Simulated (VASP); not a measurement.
Here is a VASP 6.6.1 calculation.

The input INCAR:

```
PREC     = Accurate       # precision mode
ENCUT    = 520            # plane-wave cutoff, eV
EDIFF    = 1E-6           # SCF threshold, eV
ISMEAR   = -1             # smearing method
SIGMA    = 0.05           # smearing width, eV
LREAL    = F              # projectors in reciprocal space
LASPH    = T              # aspherical terms in the spheres
NELM     = 150            # most SCF steps
ALGO     = Normal         # electronic algorithm
ISIF     = 2              # what is computed and relaxed
LWAVE    = F              # write WAVECAR
LCHARG   = T              # write CHGCAR
MAGMOM   = 0 0 0 0 0 0    # initial moments
LORBIT   = 11             # projections on sites
LSORBIT  = T              # spin-orbit coupling
GGA_COMPAT= F            
LORBMOM  = T            
LVHAR    = T            
NBANDS   = 32             # bands
```

File KPOINTS:

```
Automatic mesh
0
Gamma
  5 5 5
```

The input POSCAR:

```
TePb
1.0
    0.0000000000      3.2310000000      3.2310000000
    3.2310000000      0.0000000000      3.2310000000
    3.2310000000      3.2310000000      0.0000000000
Pb Te
1 1
Direct
    0.0000000000      0.0000000000      0.0000000000
    0.5000000000      0.5000000000      0.5000000000
```

Potentials or basis: VASP PAW LDA potentials, release 64 (Pb_d, Te).

Launch:

```bash
$ cat potpaw_LDA.64/Pb_d/POTCAR potpaw_LDA.64/Te/POTCAR > POTCAR
$ mpirun -np 1 vasp_ncl > vasp.out
```

**Question.** Predict the pressure.

**Answer.** -1.8 GPa.

**Question.** Estimate the net moment.

**Answer.** 0.00 μB per cell.

Moments on the atoms (μB; x, y, z):
```
Pb  0.00 0.00 0.00
Te  0.00 0.00 0.00
```
